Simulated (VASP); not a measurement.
Crystal: LiMg.

```
CELL_PARAMETERS angstrom
3.41533 0.00000 0.00000
0.00000 3.41533 0.00000
0.00000 0.00000 3.41533
ATOMIC_POSITIONS crystal
Li 0.00000 0.00000 0.00000
Mg 0.50000 0.50000 0.50000
```

```yaml
Program: VASP 6.6.1
Task: relaxation of cell and atoms
Functional: LDA
Potentials_or_basis: VASP PAW LDA potentials, release 64 (Li_sv, Mg)
Cutoff: 600 eV
k_mesh: 12 × 12 × 12
Occupations: gaussian, width 0.1 eV
Spin: no spin polarisation
```

At the start: pressure -1.6 GPa; volume 19.92 Å³/atom.

Task: How do energy, volume and symmetry change on relaxing?

Result: Over 4 steps the energy falls by 6.1 meV/atom and the volume is 18.73 Å³/atom (-5.9 %); space group Pm-3m (No. 221, to 0.1 Å) before and after.

Step by step:
```csv
step,energy change (eV),largest force (eV/Å),pressure (GPa),volume (Å³)
1,0.0000,0.0000,-1.57,39.84
2,-0.0087,0.0000,-0.89,38.72
3,-0.0122,0.0000,-0.09,37.58
4,-0.0122,0.0000,0.00,37.47
```

Final structure:
```
Li Mg
1.0
     3.34625    0.00000    0.00000
     0.00000    3.34625    0.00000
     0.00000    0.00000    3.34625
Li Mg
1 1
Direct
  0.00000 0.00000 0.00000
  0.50000 0.50000 0.50000
```

Caveat: the cutoff is under 1.25 times the usual one of these potentials, so pressure, stress and relaxed cells hold a basis-set (Pulay) error.
